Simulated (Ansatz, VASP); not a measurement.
# One calculation of Mg, two programs

Contents of INCAR:

```
ALGO = Normal
EDIFF = 1E-6
ENCUT = 520
GGA = CA
ISIF = 2
ISMEAR = -1
LASPH = True
LCHARG = True
LELF = True
LREAL = False
LVHAR = True
LWAVE = False
NBANDS = 9
NELM = 60
PREC = Accurate
SIGMA = 0.1
```

KPOINTS

```
k-points
0
Gamma
  9 9 9
```

Contents of POSCAR:

```
Mg
1.0
    0.0000000000      3.3464940607      3.3464940607
    3.3464940607      0.0000000000      3.3464940607
    3.3464940607      3.3464940607      0.0000000000
Mg
2
Direct
    0.1250000000      0.1250000000      0.1250000000
    0.8750000000      0.8750000000      0.8750000000
```

Input for Ansatz:

```yaml
crystal:
  lattice:
    - [0.0, 3.3464940607, 3.3464940607]
    - [3.3464940607, 0.0, 3.3464940607]
    - [3.3464940607, 3.3464940607, 0.0]
  atoms:
    - { symbol: Mg, position: [0.125, 0.125, 0.125] }
    - { symbol: Mg, position: [0.875, 0.875, 0.875] }
hamiltonian:
  xc: lda
  pseudopotentials:
    kind: paw
    azcp:
      Mg: "pseudopotentials/Mg.paw.azcp"
basis:
  ecutwfc: 420
  fft_grid_basis: typed
kpoints:
  mp_grid: { grid: [9, 9, 9], shift: [0, 0, 0] }
magnetization:
  spin_polarized: false
scf:
  occupations: { method: fermi_dirac, width: 0.1 }
  lower_state_search: "off"
output:
  stress: true
```

Alike in both runs: task single point; functional LDA; k mesh 9 × 9 × 9; occupations fermi-dirac, width 0.1 eV; no spin polarisation.

```csv
,VASP,Ansatz
version,VASP 6.6.1,Ansatz 0.2.0
potentials or method,"VASP PAW LDA potentials, release 64 (Mg), cutoff 520 eV","plane waves (420 eV) with PAW, scalar-relativistic"
valence electrons in the cell,4,20
```

|  | VASP | Ansatz | Ansatz less VASP |
| --- | --- | --- | --- |
| pressure (GPa) | -0.1 | 0.0 | +0.10 |

Ansatz warns that its potentials were made for another functional, while VASP's fit it. LDA's correlation is that of Perdew and Zunger in VASP and of Perdew and Wang (1992) in Ansatz. VASP's potentials hold 4 valence electrons a cell and Ansatz's 20, so a difference there can come from the potentials and not from the codes.
